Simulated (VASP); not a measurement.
Input of a VASP 6.6.1 run:

Contents of INCAR:

```
SYSTEM = Sn4HO8
ALGO = Normal
EDIFF = 1E-7
ENCUT = 520
GGA = PE
ISIF = 2
ISMEAR = 0
LASPH = .TRUE.
LCHARG = .FALSE.
LREAL = .FALSE.
LWAVE = .FALSE.
NBANDS = 64
NELECT = 104.0
NELM = 100
PREC = Accurate
SIGMA = 0.02
```

Contents of KPOINTS:

```
k-points
0
G
  3 3 3
  0 0 0
```

Contents of POSCAR:

```
Sn4HO8
1.0
   -4.8265176449      0.0000000000      3.2381666583
    4.8265176449      0.0000000000      3.2381666583
    0.0000000000      4.8283676020     -3.2381666583
Sn O H
4 8 1
Direct
    0.2274441694      0.7554374738      0.4804433281
    0.7598618749      0.2452368009      0.5026603606
    0.0099570126      0.0073014748      0.0022777885
    0.4974146288      0.4947590910      0.0022777885
   -0.0334243768      0.3047022229      0.2723914392
    0.4701275314      0.8082541312      0.2723914392
    0.9274798362      0.7754814278      0.2005228433
    0.4517853355      0.3012571382      0.2506041585
    0.5420995932      0.6889448038      0.7286060818
    0.0620904163      0.2269927452      0.7866449519
    1.0279696944      0.6970980148      0.7158379985
    0.5211782988      0.1903066192      0.7158379985
    0.5177740582      0.5409675920      0.5563033351
```

Potentials or basis: VASP PAW PBE potentials, release 64 (Sn_d, O, H).

The run is started by

```console
$ cat potpaw_PBE.64/Sn_d/POTCAR potpaw_PBE.64/O/POTCAR potpaw_PBE.64/H/POTCAR > POTCAR
$ mpirun -np 1 vasp_std > vasp.out
```

Q: Predict the largest force.

A: 0.196 eV/Å.

Forces on the atoms (eV/Å):
```
Sn   0.011 -0.025  0.000
Sn  -0.012 -0.032  0.000
Sn  -0.021  0.009  0.016
Sn  -0.021  0.009 -0.016
O   -0.035 -0.012  0.038
O   -0.035 -0.012 -0.038
O    0.013 -0.022  0.000
O   -0.090 -0.068  0.000
O    0.117  0.158  0.000
O    0.016 -0.046  0.000
O    0.031 -0.042 -0.033
O    0.031 -0.042  0.033
H   -0.007  0.125  0.000
```

Caveat: the k points lie up to 0.45 Å⁻¹ apart; the cell carries a net charge on a neutralising background, which shifts energy and pressure.
